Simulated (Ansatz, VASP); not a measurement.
**Two plane-wave programs on Ru**

```
CELL_PARAMETERS angstrom
1.35510 0.78237 4.59980
-1.35510 0.78237 4.59980
0.00000 -1.56473 4.59980
ATOMIC_POSITIONS crystal
Ru 0.09187 0.09187 0.09187
Ru 0.90813 0.90813 0.90813
```

Alike in both runs: functional PBE; k mesh 6 × 6 × 6; occupations gaussian, width 0.1 eV; no spin polarisation.

Ansatz relaxed the structure, and its values are those at the end. VASP's run is a single point on that final structure, the one shown.

|  | VASP | Ansatz |
| --- | --- | --- |
| version | VASP 6.6.1 | Ansatz 0.2.0 |
| potentials or method | VASP PAW PBE potentials, release 64 (Ru_pv), cutoff 520 eV | scalar-relativistic, plane waves, PAW |
| valence electrons in the cell | 28 | 32 |

|  | VASP | Ansatz | Ansatz less VASP |
| --- | --- | --- | --- |
| gap on the k mesh at the Fermi level (eV) | none | none | - |
| pressure (GPa) | 0.1 | 0.1 | +0.01 |

A gap of «none» marks a metal or a gap that the smearing closes. The functional is the same, so the differences come from potentials, cutoffs and numerics. VASP's potentials hold 28 valence electrons a cell and Ansatz's 32, so a difference there can come from the potentials and not from the codes.

The k mesh is coarse, so the values compare programs but aren't converged.
